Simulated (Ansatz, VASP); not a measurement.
K3BTe3 in VASP and in Ansatz

Contents of INCAR:

```
SYSTEM = K3BTe3
PREC     = Accurate       ! precision mode
ENCUT    = 520            ! plane-wave cutoff, eV
EDIFF    = 1E-7           ! SCF threshold, eV
ISMEAR   = 0              ! smearing method
SIGMA    = 0.1            ! smearing width, eV
LREAL    = .FALSE.        ! projectors in reciprocal space
LASPH    = .TRUE.         ! aspherical terms in the spheres
NELM     = 80             ! most SCF steps
ALGO     = Normal         ! electronic algorithm
ISIF     = 2              ! what is computed and relaxed
LWAVE    = .FALSE.        ! write WAVECAR
LCHARG   = .FALSE.        ! write CHGCAR
GGA      = PE             ! functional
NBANDS   = 33             ! bands
```

File KPOINTS:

```
regular mesh
0
G
  4 4 4
  0 0 0
```

Contents of POSCAR:

```
K3BTe3
1.0
    6.0672728200      0.0000000000      0.0000000000
    0.0000000000      6.0672728200      0.0000000000
    0.0000000000      0.0000000000      6.0672728200
K B Te
3 1 3
Direct
    0.5000000000      0.5000000000      0.0000000000
    0.0000000000      0.5000000000      0.5000000000
    0.5000000000      0.0000000000      0.5000000000
    0.5000000000      0.5000000000      0.5000000000
    0.5000000000      0.0000000000      0.0000000000
    0.0000000000      0.5000000000      0.0000000000
    0.0000000000      0.0000000000      0.5000000000
```

Input for Ansatz:

```yaml
crystal:
  lattice:
    - [6.06727282, 0.0, 0.0]
    - [0.0, 6.06727282, 0.0]
    - [0.0, 0.0, 6.06727282]
  atoms:
    - { symbol: K, position: [0.5, 0.5, 0.0] }
    - { symbol: K, position: [0.0, 0.5, 0.5] }
    - { symbol: K, position: [0.5, 0.0, 0.5] }
    - { symbol: B, position: [0.5, 0.5, 0.5] }
    - { symbol: Te, position: [0.5, 0.0, 0.0] }
    - { symbol: Te, position: [0.0, 0.5, 0.0] }
    - { symbol: Te, position: [0.0, 0.0, 0.5] }
basis:
  ecutwfc: 420
kpoints:
  mp_grid: { grid: [4, 4, 4] }
hamiltonian:
  xc: pbe
scf:
  occupations: { method: gaussian, width: 0.1 }
  lower_state_search: "off"
output:
  forces: true
  stress: true
  eigenvalues: true
```

Change from the starting cell: species swapped into the Ce3GaBr3 type (Pm-3m, No. 221).

Alike in both runs: task single point; functional PBE; k mesh 4 × 4 × 4; occupations gaussian, width 0.1 eV; no spin polarisation.

```csv
,VASP,Ansatz
version,VASP 6.6.1,Ansatz 0.2.0
potentials or method,"VASP PAW PBE potentials, release 64 (K_sv, B, Te), cutoff 520 eV","scalar-relativistic, plane waves, PAW"
valence electrons in the cell,48,78
```

|  | VASP | Ansatz | Ansatz less VASP |
| --- | --- | --- | --- |
| gap on the k mesh at the Fermi level (eV) | none | none | - |
| pressure (GPa) | 8.1 | 8.0 | -0.09 |

A gap of «none» marks a metal or a gap that the smearing closes. With one functional, cell and mesh, what is left measures potentials, basis and numerics. VASP's potentials hold 48 valence electrons a cell and Ansatz's 78, so a difference there can come from the potentials and not from the codes.

Spin-orbit coupling is off throughout.
